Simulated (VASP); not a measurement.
Write the native input for VASP 6.6.1 that does the following.

```
Task                   : single point
Functional             : PBE
Dispersion             : D3(BJ)
Potentials or basis    : VASP PAW PBE potentials, release 64 (Al)
Cutoff                 : 520 eV
k mesh                 : 4 × 4 × 1
Occupations            : gaussian, width 0.1 eV
Spin                   : no spin polarisation
Dipole correction      : yes
Further INCAR settings : LREAL = Auto; ALGO = Normal; EDIFF = 1e-07; NBANDS = 38
```

The structure of Al lies in POSCAR:

```
Al
1.0
    5.6324246428      0.0000000000      0.0000000000
    0.0000000000      5.6324246428      0.0000000000
    0.0000000000      0.0000000000     25.3774884892
Al
16
Direct
    0.2500000000      0.2500000000      0.3152400208
    0.2500000000      0.7500000000      0.3152400208
    0.7500000000      0.2500000000      0.3152400208
    0.7500000000      0.7500000000      0.3152400208
    0.5000000000      0.5000000000      0.3937096783
    0.5000000000      0.0000000000      0.3937096783
    0.0000000000      0.5000000000      0.3937096783
    0.0000000000      0.0000000000      0.3937096783
    0.7404178949      0.7402147559      0.4683720493
    0.7527996656      0.2347646383      0.4737180357
    0.2350629869      0.7528680892      0.4737473569
    0.2506523414      0.2505067067      0.4657943083
    0.0817379632      0.0810296530      0.5577207824
   -0.0444547183      0.5688997397      0.5570062896
    0.5704087138     -0.0449102526      0.5570526311
    0.4526819243      0.4519804512      0.5516679153
```

The input as run:

INCAR

```
PREC     = Accurate       # precision mode
ENCUT    = 520            # plane-wave cutoff, eV
EDIFF    = 1E-7           # SCF threshold, eV
ISMEAR   = 0              # smearing method
SIGMA    = 0.1            # smearing width, eV
LREAL    = Auto         
LASPH    = T              # aspherical terms in the spheres
NELM     = 60             # most SCF steps
ALGO     = Normal         # electronic algorithm
ISIF     = 2              # what is computed and relaxed
LWAVE    = F              # write WAVECAR
LCHARG   = F              # write CHGCAR
LDIPOL   = T            
IDIPOL   = 3            
DIPOL    = 0.5 0.5 0.434
GGA      = PE             # functional
IVDW     = 12             # dispersion correction
NBANDS   = 38             # bands
```

KPOINTS

```
regular mesh
0
Gamma
  4 4 1
```

Potentials or basis: VASP PAW PBE potentials, release 64 (Al).

Command:

```console
$ cat potpaw_PBE.64/Al/POTCAR > POTCAR
$ mpirun -np 1 vasp_std > vasp.out
```

Results of the run:

```yaml
Largest_force: 0.273 eV/Å
Band_gap_on_the_k_mesh: zero (bands 24 and 25 overlap by 0.06 eV)
Dispersion_energy_per_atom: -0.248 eV
```

Run time: 22 min on 1 thread of Intel Xeon 8259CL (shared host), peak memory 0.74 GiB.
